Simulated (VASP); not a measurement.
# Ta2N (P-3m1) in VASP: a series of runs, part 2 of 2

VASP 6.6.1.

**4. Single point, PBEsol (12.67 Å³/atom)**

This run uses another cell than the first one, of 12.67 Å³/atom.

Input file INCAR:

```
SYSTEM = Ta2N
PREC = Accurate
ENCUT = 700
EDIFF = 1E-6
ISMEAR = 0
SIGMA = 0.15
LREAL = .FALSE.
LASPH = .TRUE.
NELM = 120
ALGO = Normal
ISIF = 2
LWAVE = .FALSE.
LCHARG = .FALSE.
GGA = PS
NBANDS = 22
GGA_COMPAT = .FALSE.
```

Input file KPOINTS:

```
Automatic mesh
0
G
  18 18 10
  0 0 0
```

Input file POSCAR:

```
Ta2N
1.0
    3.0366929685      0.0000000000      0.0000000000
   -1.5183464843      2.6298532542      0.0000000000
    0.0000000000      0.0000000000      4.7587940514
Ta N
2 1
Direct
    0.6666666667      0.3333333333      0.7463700642
    0.3333333333      0.6666666667      0.2536299358
    0.0000000000      0.0000000000      0.0000000000
```

Potentials or basis: VASP PAW PBE potentials, release 64 (Ta_sv_GW, N).

Command:

```
cat potpaw_PBE.64/Ta_sv_GW/POTCAR potpaw_PBE.64/N/POTCAR > POTCAR
mpirun -np 1 vasp_std > vasp.out
```

OUTCAR:

```text
SYSTEM = Ta2N
   PREC = Accurate
   ENCUT = 700
   EDIFF = 1E-6
   ISMEAR = 0
   LREAL = .FALSE.
   LASPH = .TRUE.
   NELM = 120
   ISIF = 2
   GGA = PS

 ion  position               nearest neighbor table
   1  0.667  0.333  0.746-   3 2.13   3 2.13   3 2.13   2 2.93   2 2.93   2 2.93   2 2.98   2 2.98
                             2 2.98
   2  0.333  0.667  0.254-   3 2.13   3 2.13   3 2.13   1 2.93   1 2.93   1 2.93   1 2.98   1 2.98
                             1 2.98
   3  0.000  0.000  0.000-   1 2.13   2 2.13   1 2.13   2 2.13   1 2.13   2 2.13

  LATTYP: Found a hexagonal cell.
 ALAT       =     3.0366929685
 C/A-ratio  =     1.5670975304

  Lattice vectors:

 A1 = (   3.0366929685,   0.0000000000,   0.0000000000)
 A2 = (  -1.5183464843,   2.6298532542,   0.0000000000)
 A3 = (   0.0000000000,   0.0000000000,   4.7587940514)

Analysis of symmetry for initial positions (statically):
=====================================================================
 Subroutine PRICEL returns:
 Original cell was already a primitive cell.

 Routine SETGRP: Setting up the symmetry group for a
 hexagonal supercell.

 Subroutine GETGRP returns: Found 12 space group operations
 (whereof 12 operations were pure point group operations)
 out of a pool of 24 trial point group operations.

The static configuration has the point symmetry D_3d.

Analysis of symmetry for dynamics (positions and initial velocities):
=====================================================================
 Subroutine PRICEL returns:
 Original cell was already a primitive cell.

 Routine SETGRP: Setting up the symmetry group for a
 hexagonal supercell.

 Subroutine GETGRP returns: Found 12 space group operations
 (whereof 12 operations were pure point group operations)
 out of a pool of 24 trial point group operations.

The dynamic configuration has the point symmetry D_3d.

 Subroutine INISYM returns: Found 12 space group operations
 (whereof 12 operations are pure point group operations),
 and found     1 'primitive' translations

----------------------------------------------------------------------------------------

                                     Primitive cell

  volume of cell :      38.0040

  direct lattice vectors                    reciprocal lattice vectors
     3.036692969  0.000000000  0.000000000     0.329305600  0.190124677  0.000000000
    -1.518346484  2.629853254  0.000000000     0.000000000  0.380249354  0.000000000
     0.000000000  0.000000000  4.758794051     0.000000000  0.000000000  0.210137272

  length of vectors
     3.036692969  3.036692969  4.758794051     0.380249354  0.380249354  0.210137272

  position of ions in fractional coordinates (direct lattice)
     0.666666667  0.333333333  0.746370064
     0.333333333  0.666666667  0.253629936
     0.000000000  0.000000000  0.000000000

  ion indices of the primitive-cell ions
   primitive index   ion index
                 1           1
                 2           2
                 3           3

----------------------------------------------------------------------------------------

 KPOINTS: Automatic mesh

Automatic generation of k-mesh.
 Grid dimensions read from file:
 generate k-points for:   18   18   10

 Generating k-lattice:

  Cartesian coordinates                     Fractional coordinates (reciprocal lattice)
     0.018294756  0.010562482  0.000000000     0.055555556  0.000000000  0.000000000
     0.000000000  0.021124964  0.000000000     0.000000000  0.055555556  0.000000000
     0.000000000  0.000000000  0.021013727     0.000000000  0.000000000  0.100000000

  Length of vectors
     0.021124964  0.021124964  0.021013727

  Shift w.r.t. Gamma in fractional coordinates (k-lattice)
     0.000000000  0.000000000  0.000000000

 Subroutine IBZKPT returns following result:
 ===========================================

 Found    330 irreducible k-points:

 Following reciprocal coordinates:
            Coordinates               Weight
  0.000000  0.000000  0.000000      1.000000
  0.055556  0.000000  0.000000      6.000000
  0.111111  0.000000  0.000000      6.000000
  0.166667  0.000000  0.000000      6.000000
  0.222222 -0.000000  0.000000      6.000000
  0.277778  0.000000  0.000000      6.000000
[... 16 lines left out ...]
  0.333333  0.111111  0.000000     12.000000
  0.388889  0.111111  0.000000     12.000000
 [... further k-points ...]
   k-points           NKPTS =    330   k-points in BZ     NKDIM =    330   number of bands    NBANDS=     22
   number of dos      NEDOS =    301   number of ions     NIONS =      3
   total plane-waves  NPLWV =  32928
   dimension x,y,z NGX =    28 NGY =   28 NGZ =   42
   dimension x,y,z NGXF=    56 NGYF=   56 NGZF=   84
   ions per type =               2   1
   NGX,Y,Z   is equivalent  to a cutoff of  15.33, 15.33, 14.67 a.u.
   NGXF,Y,Z  is equivalent  to a cutoff of  30.66, 30.66, 29.34 a.u.
 SYSTEM =  Ta2N
   PREC   = accura    normal or accurate (medium, high low for compatibility)
   ISTART =      0    job   : 0-new  1-cont  2-samecut
   ICHARG =      2    charge: 1-file 2-atom 10-const
   ISPIN  =      1    spin polarized calculation?
   LNONCOLLINEAR =      F non collinear calculations
   LSORBIT =      F    spin-orbit coupling
   LASPH  =      T    aspherical Exc in radial PAW
   ENCUT  =  700.0 eV  51.45 Ry    7.17 a.u.   6.55  6.55 10.27*2*pi/ulx,y,z
   NELM   =    120;   NELMIN=  2; NELMDL= -5     # of ELM steps
   EDIFF  = 0.1E-05   stopping-criterion for ELM
   LREAL  =      F    real-space projection
[... 7 lines left out ...]
   TEBEG  =    0.0;   TEEND  =   0.0 temperature during run
   PSTRESS=    0.0 pullay stress
   NELECT =      31.0000    total number of electrons
   NUPDOWN=      -1.0000    fix difference up-down
   EMIN   =  10.00;   EMAX   =-10.00  energy-range for DOS
   EFERMI =   0.00;   METHOD = LEGACY
   ISMEAR =     0;   SIGMA  =   0.15  broadening in eV -4-tet -1-fermi 0-gaus
   EFERMI_NEDOS =   21; number of points for ismear=-14 and -15
   IALGO  =     38    algorithm
   IMIX   =      4    mixing-type and parameters
     AMIX     =   0.40;   BMIX     =  1.00
     AMIX_MAG =   1.60;   BMIX_MAG =  1.00
  volume/ion in A,a.u.               =      12.67        85.49
  Fermi-wavevector in a.u.,A,eV,Ry     =   1.529627  2.890576 31.834363  2.339760
  Thomas-Fermi vector in A             =   2.637222
   LORBIT       =      0    0 simple, 1 ext, 2 COOP (PROOUT), +10 PAW based schemes
   GGA     = PS    functional components
   LHFCALC =     F    Hartree Fock is set to
   AEXX    =    0.0000 exact exchange contribution
   IVDW    =     0    specifies the selected vdW correction
   LEPSILON=     F    determine dielectric tensor
   LRPA    =     F    only Hartree local field effects (RPA)
 non-spin polarized calculation
 Gauss-broadening in eV      SIGMA  =   0.15
  energy-cutoff  :      700.00
  volume of cell :       38.00
 maximum number of plane-waves:      1640
 NGX is ok and might be reduce to    28
   NGX = 13   NGY = 13   NGZ = 21

 number of electron      31.0000001 magnetization

 Free energy of the ion-electron system (eV)
  ---------------------------------------------------
  ext. energy  EPLUGINS =         0.00000000
  ---------------------------------------------------
  free energy    TOTEN  =       -41.48416307 eV

  energy without entropy =      -41.47116924  energy(sigma->0) =      -41.47766615

 E-fermi :  12.7244     XC(G=0): -13.7707

 val. band max:       12.7233832930   @ k =   0.2222   0.1111   0.3000
 cond. band min:      12.7294681012   @ k =   0.5000   0.0000   0.4000
 fundamental gap:      0.0060848083
 Fermi energy:        12.7244108951

 k-point     1 :       0.0000    0.0000    0.0000
  band No.  band energies     occupation
      1     -55.7343      2.00000
      2     -55.6276      2.00000
      3     -22.9197      2.00000
      4     -21.9646      2.00000
      5     -21.9646      2.00000
      6     -21.8098      2.00000
[... 14 lines left out ...]
     21      14.0459      0.00000
     22      18.1140      0.00000
[... 552 lines left out ...]
  band No.  band energies     occupation
      1     -55.6480      2.00000
      2     -55.6129      2.00000
      3     -22.7472      2.00000
      4     -22.4890      2.00000
      5     -22.3664      2.00000
      6     -22.2530      2.00000
[... 14 lines left out ...]
     21      17.8719      0.00000
     22      18.0362      0.00000

 [... further k-points ...]

------------------------ aborting loop because EDIFF is reached ----------------------------------------

  FORCE on cell =-STRESS in cart. coord.  units (eV):
  Direction    XX          YY          ZZ          XY          YZ          ZX
  --------------------------------------------------------------------------------------
  -------------------------------------------------------------------------------------
  Total        3.2189349      3.2189349      3.2127436     -0.0000000      0.0000000      0.0000000
  in kB      135.7042542    135.7042542    135.4432409     -0.0000000      0.0000000      0.0000000
  external PRESSURE =     135.6172498 kB  Pullay stress =       0.0000000 kB

 VOLUME and BASIS-vectors are now :
 -----------------------------------------------------------------------------
  energy-cutoff  :      700.00
  volume of cell :       38.00
      direct lattice vectors                 reciprocal lattice vectors
     3.036692969  0.000000000  0.000000000     0.329305600  0.190124677  0.000000000
    -1.518346484  2.629853254  0.000000000     0.000000000  0.380249354  0.000000000
     0.000000000  0.000000000  4.758794051     0.000000000  0.000000000  0.210137272

 POSITION                                       TOTAL-FORCE (eV/Angst)
 -----------------------------------------------------------------------------------
      1.51835      0.87662      3.55182         0.000000      0.000000     -0.358614
     -0.00000      1.75324      1.20697        -0.000000     -0.000000      0.358614
      0.00000      0.00000      0.00000         0.000000      0.000000      0.000000
 -----------------------------------------------------------------------------------
    total drift:                                0.000000     -0.000000     -0.000000

  FREE ENERGIE OF THE ION-ELECTRON SYSTEM (eV)
  ---------------------------------------------------
  free  energy   TOTEN  =       -41.4841630741 eV

  energy  without entropy=      -41.4711692354  energy(sigma->0) =      -41.47766615
```

OSZICAR:

```text
N       E                     dE             d eps       ncg     rms          rms(c)
DAV:   1     0.303674194019E+03    0.30367E+03   -0.22495E+04 14528   0.178E+03
DAV:   2    -0.254399654272E+02   -0.32911E+03   -0.31457E+03 18186   0.454E+02
DAV:   3    -0.453616906101E+02   -0.19922E+02   -0.19615E+02 19768   0.112E+02
DAV:   4    -0.459262289623E+02   -0.56454E+00   -0.56364E+00 18352   0.163E+01
DAV:   5    -0.459341383387E+02   -0.79094E-02   -0.79052E-02 20756   0.191E+00    0.102E+02
DAV:   6    -0.419061136585E+02    0.40280E+01   -0.16575E+01 19344   0.257E+01    0.728E+01
DAV:   7    -0.418714646304E+02    0.34649E-01   -0.59644E+00 16590   0.162E+01    0.370E+00
DAV:   8    -0.414905296283E+02    0.38094E+00   -0.14000E+00 17796   0.769E+00    0.549E+00
DAV:   9    -0.414850244075E+02    0.55052E-02   -0.13134E-01 16692   0.260E+00    0.285E+00
DAV:  10    -0.414843730282E+02    0.65138E-03   -0.45126E-03 17950   0.499E-01    0.176E+00
DAV:  11    -0.414842969435E+02    0.76085E-04   -0.88794E-04 17800   0.294E-01    0.120E+00
DAV:  12    -0.414841907569E+02    0.10619E-03   -0.11406E-03 19666   0.275E-01    0.783E-01
DAV:  13    -0.414841630067E+02    0.27750E-04   -0.94602E-05 18840   0.699E-02    0.115E-01
DAV:  14    -0.414841630741E+02   -0.67341E-07   -0.75386E-06 14004   0.181E-02
   1 F= -.41484163E+02 E0= -.41477666E+02  d E =-.129938E-01
```

It took 5.4 min on 1 thread of Intel Xeon Platinum 8259CL at 2.50GHz (Skylake/Cascade Lake), shared host; peak memory 0.51 GiB.

What came out:

```yaml
Free_energy: -41.4842 eV
Pressure: 13.6 GPa
Largest_force: 0.359 eV/Å
Band_gap_on_the_k_mesh: zero (an odd number of electrons rules out a gap without spin polarisation)
```

Forces in eV/Å, atoms in the order of the input:
```
Ta   0.000  0.000 -0.359
Ta   0.000  0.000  0.359
N    0.000  0.000  0.000
```

Caveat: the cell stands under pressure; the PAW data sets were made with another functional, which shifts forces and pressure a little; spin-orbit coupling is left out, which moves the levels of the heavy elements.

**5. Overview**

```tsv
cell	gap on the mesh (eV)	pressure (GPa)	largest force (eV/Å)
a = 3.086, b = 3.086, c = 4.417 Å, angles 90.0, 90.0, 120.0°, 3 atoms	none	31.1	0.13
a = 3.055, b = 3.055, c = 4.507 Å, angles 90.0, 90.0, 120.0°, 3 atoms	none	30.7	0.15
a = 3.037, b = 3.037, c = 4.759 Å, angles 90.0, 90.0, 120.0°, 3 atoms	none	13.6	0.36
```

Alike in all rows: task single point; level PBEsol; potentials or basis VASP PAW PBE potentials, release 64 (Ta_sv_GW, N); no spin polarisation; k mesh 18 × 18 × 10; cutoff (eV) 700; smearing gaussian 0.15 eV.

Caveats: the PAW data sets were made with another functional, which shifts forces and pressure a little; spin-orbit coupling is left out, which moves the levels of the heavy elements; the stress differs along the axes, from 22 to 49 GPa (at least some runs); the stress differs along the axes, from 25 to 42 GPa (at least some runs); the cell stands under pressure (at least some runs).

Absolute energies hang on the potentials; compare differences alone.
